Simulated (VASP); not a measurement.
Runs of VASP 6.6.1 on Ti. The structure is that of space group Pm-3m (No. 221), or close to it. The cells are those of the table. 

```csv
cell,k mesh,gap on the mesh (eV),pressure (GPa)
"a = 2.597 Å, 1 atom",16 × 16 × 16,none,-0.1
"a = 2.615 Å, 1 atom",16 × 16 × 16,none,(a)
"a = 2.580 Å, 1 atom",16 × 16 × 16,none,1.5
"a = 2.593 Å, 1 atom",15 × 15 × 15,none,-0.1
```

Alike in all rows: task single point; level PBEsol; potentials or basis VASP PAW PBE potentials, release 64 (Ti_sv); no spin polarisation; cutoff (eV) 520; smearing methfessel-paxton 0.05 eV.

Question: Fill in the values left out.

Answer: (a) -1.6.

Caveats: the PAW data sets were made with another functional, which shifts forces and pressure a little.

A gap of «none» marks levels without a gap at the run's occupations.
